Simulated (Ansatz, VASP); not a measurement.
## PbS: VASP beside Ansatz

The input POSCAR:

```
PbS
1.0
    0.0000000000      3.1132500000      3.1132500000
    3.1132500000      0.0000000000      3.1132500000
    3.1132500000      3.1132500000      0.0000000000
Pb S
1 1
Direct
    0.0000000000      0.0000000000      0.0000000000
    0.5000000000      0.5000000000      0.5000000000
```

The input INCAR.step1:

```
SYSTEM = PbS
PREC     = Accurate       ! precision mode
ENCUT    = 550            ! plane-wave cutoff, eV
ISMEAR   = 0              ! smearing method
SIGMA    = 0.05           ! smearing width, eV
LREAL    = .FALSE.        ! projectors in reciprocal space
LASPH    = .TRUE.         ! aspherical terms in the spheres
NELM     = 120            ! most SCF steps
NBANDS   = 17             ! bands
GGA      = PE             ! functional
ALGO     = Normal         ! electronic algorithm
EDIFF    = 1E-5           ! SCF threshold, eV
LWAVE    = .TRUE.         ! write WAVECAR
LCHARG   = .FALSE.        ! write CHGCAR
GGA_COMPAT= .FALSE.
```

The input INCAR.step2:

```
SYSTEM = PbS
PREC     = Accurate       ! precision mode
ENCUT    = 550            ! plane-wave cutoff, eV
EDIFF    = 1E-6           ! SCF threshold, eV
ISMEAR   = 0              ! smearing method
SIGMA    = 0.05           ! smearing width, eV
LREAL    = .FALSE.        ! projectors in reciprocal space
LASPH    = .TRUE.         ! aspherical terms in the spheres
NELM     = 120            ! most SCF steps
ALGO     = Normal         ! electronic algorithm
ISIF     = 2              ! what is computed and relaxed
LWAVE    = .FALSE.        ! write WAVECAR
LCHARG   = .FALSE.        ! write CHGCAR
METAGGA  = R2SCAN         ! meta-GGA
LMIXTAU  = .TRUE.       
NBANDS   = 17             ! bands
ISTART   = 1            
GGA_COMPAT= .FALSE.
```

Contents of KPOINTS:

```
regular mesh
0
G
  8 8 8
  0 0 0
```

Input for Ansatz:

```yaml
crystal:
  lattice:
    - [0.0, 3.11325, 3.11325]
    - [3.11325, 0.0, 3.11325]
    - [3.11325, 3.11325, 0.0]
  atoms:
    - { symbol: Pb, position: [0.0, 0.0, 0.0] }
    - { symbol: S, position: [0.5, 0.5, 0.5] }
basis:
  ecutwfc: 500
kpoints:
  mp_grid: { grid: [8, 8, 8] }
hamiltonian:
  xc: r2scan
scf:
  occupations: { method: gaussian, width: 0.05 }
output:
  forces: true
  stress: true
  eigenvalues: true
```

Change from the starting cell: strain +0.050 along x and y, +0.050 along z, atoms carried along.

Alike in both runs: task single point; functional r2SCAN; k mesh 8 × 8 × 8; occupations gaussian, width 0.05 eV; no spin polarisation.

|  | VASP | Ansatz |
| --- | --- | --- |
| version | VASP 6.6.1 | Ansatz 0.2.0 |
| potentials or method | VASP PAW PBE potentials, release 64 (Pb_d, S), cutoff 550 eV | scalar-relativistic, plane waves, PAW |
| valence electrons in the cell | 20 | 20 |

|  | VASP | Ansatz | Ansatz less VASP |
| --- | --- | --- | --- |
| gap on the k mesh at the Fermi level (eV) | 1.06 | 1.06 | -0.007 |
| least direct gap on the mesh (eV) | 1.06 | 1.06 | -0.007 |
| pressure (GPa) | -5.5 | -5.5 | +0.02 |

VASP's potentials were made for PBE, not for r2SCAN. With one functional, cell and mesh, what is left measures potentials, basis and numerics.

Neither program's run includes spin-orbit coupling.
